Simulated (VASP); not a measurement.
Wanted: the native input for a VASP 6.6.1 run.

- Task: single point
- Functional: PBE
- Dispersion: D3(BJ)
- Potentials or basis: VASP PAW PBE potentials, release 64 (Ir, O)
- Cutoff: 520 eV
- k mesh: 5 × 5 × 1
- Occupations: gaussian, width 0.1 eV
- Spin: no spin polarisation
- Dipole correction: yes
- Further INCAR settings: ALGO = Normal; EDIFF = 1e-07; NBANDS = 69

The structure of Ir12O lies in POSCAR:

```
Ir12O
1.0
    5.4309029918      0.0000000000      0.0000000000
    0.0000000000      5.4309029918      0.0000000000
    0.0000000000      0.0000000000     21.0013955423
Ir O
12 1
Direct
    0.2500000000      0.2500000000      0.1904635333
    0.2500000000      0.7500000000      0.1904635333
    0.7500000000      0.2500000000      0.1904635333
    0.7500000000      0.7500000000      0.1904635333
    0.0000000000      0.0000000000      0.2785823619
    0.0000000000      0.5000000000      0.2785823619
    0.5000000000      0.0000000000      0.2785823619
    0.5000000000      0.5000000000      0.2785823619
    0.2500000000      0.2500000000      0.3667087517
    0.2500000000      0.7500000000      0.3667087517
    0.7500000000      0.2500000000      0.3667087517
    0.7500000000      0.7500000000      0.3667087517
    0.3333333333      0.5000000000      0.5238411667
```

The input as run:

INCAR

```
SYSTEM = Ir12O
  ALGO = Normal
  DIPOL = 0.5 0.5 0.297
  EDIFF = 1E-7
  ENCUT = 520
  GGA = PE
  IDIPOL = 3
  ISIF = 2
  ISMEAR = 0
  IVDW = 12
  LASPH = .TRUE.
  LCHARG = .TRUE.
  LDIPOL = .TRUE.
  LELF = .TRUE.
  LREAL = .FALSE.
  LVACPOTAV = .TRUE.
  LVHAR = .TRUE.
  LWAVE = .FALSE.
  NBANDS = 69
  NELM = 80
  PREC = Accurate
  SIGMA = 0.1
```

KPOINTS

```
k-points
0
G
  5 5 1
  0 0 0
```

Potentials or basis: VASP PAW PBE potentials, release 64 (Ir, O).

Command:

```sh
$ cat potpaw_PBE.64/Ir/POTCAR potpaw_PBE.64/O/POTCAR > POTCAR
$ mpirun -np 1 vasp_std > vasp.out
```

Results of the run:

| Quantity | Value |
| --- | --- |
| Largest force | 1.266 eV/Å |
| Band gap on the k mesh | zero (bands 57 and 58 overlap by 0.97 eV) |
| Dispersion energy per atom | -0.420 eV |

Caveat: spin-orbit coupling is left out, which moves the levels of the heavy elements.

It took 16 min on 1 thread of Intel(R) Xeon(R) 6975P-C (Granite Rapids), with other jobs on the host, peak memory 0.69 GiB.
